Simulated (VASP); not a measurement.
Here is a VASP 6.6.1 calculation.

File POSCAR:

```
Rh
1.0
    0.0000000000      1.8978500000      1.8978500000
    1.8978500000      0.0000000000      1.8978500000
    1.8978500000      1.8978500000      0.0000000000
Rh
1
Direct
    0.0000000000      0.0000000000      0.0000000000
```

The input INCAR.step1:

```
SYSTEM = Rh
PREC = Accurate
ENCUT = 600
ISMEAR = -1
SIGMA = 0.05
LREAL = .False.
LASPH = .True.
NELM = 100
GGA = PE
ALGO = Normal
EDIFF = 1E-4
LWAVE = .True.
LCHARG = .False.
```

Contents of INCAR.step2:

```
SYSTEM = Rh
PREC = Accurate
ENCUT = 600
EDIFF = 1E-7
ISMEAR = -1
SIGMA = 0.05
LREAL = .False.
LASPH = .True.
NELM = 100
ALGO = Normal
ISIF = 3
LWAVE = .False.
LCHARG = .False.
METAGGA = R2SCAN
LMIXTAU = .True.
IBRION = 2
NSW = 60
EDIFFG = -0.01
PSTRESS = 20.0
ISTART = 1
```

Contents of KPOINTS:

```
Automatic mesh
0
Gamma
  12 12 12
  0 0 0
```

Potentials or basis: VASP PAW PBE potentials, release 64 (Rh_pv).

Launch:

```sh
$ cat potpaw_PBE.64/Rh_pv/POTCAR > POTCAR
$ cp INCAR.step1 INCAR
$ mpirun -np 1 vasp_std > vasp.out
$ cp INCAR.step2 INCAR
$ mpirun -np 1 vasp_std > vasp.out
```

Q: What does it give for the band gap on the k mesh?

A: Zero (an odd number of electrons rules out a gap without spin polarisation).

Final structure:
```
Rh
1.0
     0.00000    1.89785    1.89785
     1.89785    0.00000    1.89785
     1.89785    1.89785    0.00000
Rh
1
Cartesian
  0.0000 0.0000 0.0000
```

Caveat: the relaxation stopped at its first step, so nothing moved.
